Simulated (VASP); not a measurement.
Input of a VASP 6.6.1 run:

POSCAR

```
Si
1.0
    2.6391948715      0.0000000000      0.0000000000
   -1.3195974358      2.2856098043      0.0000000000
    0.0000000000      0.0000000000      4.5531575356
Si
2
Direct
    0.3333333333      0.6666666667      0.2500000000
    0.6666666667      0.3333333333      0.7500000000
```

Contents of INCAR.step1:

```
SYSTEM = Si
ALGO     = Normal         ! electronic algorithm
EDIFF    = 1E-4           ! SCF threshold, eV
ENCUT    = 520            ! plane-wave cutoff, eV
GGA      = PE             ! functional
ISMEAR   = 0              ! smearing method
LASPH    = .TRUE.         ! aspherical terms in the spheres
LCHARG   = .FALSE.        ! write CHGCAR
LREAL    = .FALSE.        ! projectors in reciprocal space
LWAVE    = .TRUE.         ! write WAVECAR
NBANDS   = 11             ! bands
NELM     = 60             ! most SCF steps
PREC     = Accurate       ! precision mode
SIGMA    = 0.1            ! smearing width, eV
```

Contents of INCAR.step2:

```
SYSTEM = Si
ALGO     = Normal         ! electronic algorithm
EDIFF    = 1E-6           ! SCF threshold, eV
ENCUT    = 520            ! plane-wave cutoff, eV
ISIF     = 2              ! what is computed and relaxed
ISMEAR   = 0              ! smearing method
ISTART   = 1            
LASPH    = .TRUE.         ! aspherical terms in the spheres
LCHARG   = .FALSE.        ! write CHGCAR
LMIXTAU  = .TRUE.       
LREAL    = .FALSE.        ! projectors in reciprocal space
LWAVE    = .FALSE.        ! write WAVECAR
METAGGA  = R2SCAN         ! meta-GGA
NBANDS   = 11             ! bands
NELM     = 60             ! most SCF steps
PREC     = Accurate       ! precision mode
SIGMA    = 0.1            ! smearing width, eV
```

File KPOINTS:

```
k-points
0
G
  18 18 10
  0 0 0
```

Potentials or basis: VASP PAW PBE potentials, release 64 (Si).

The run is started by

```console
$ cat potpaw_PBE.64/Si/POTCAR > POTCAR
$ cp INCAR.step1 INCAR
$ mpirun -np 1 vasp_std > vasp.out
$ cp INCAR.step2 INCAR
$ mpirun -np 1 vasp_std > vasp.out
```

(1) Estimate the pressure.

(2) Predict the band gap on the k mesh.

## Answers

(1) 0.0 GPa.

(2) zero (band 4 reaches 21.13 eV, above the bottom of band 5 at 6.85 eV).

Caveat: the PAW data sets were made with another functional, which shifts forces and pressure a little.
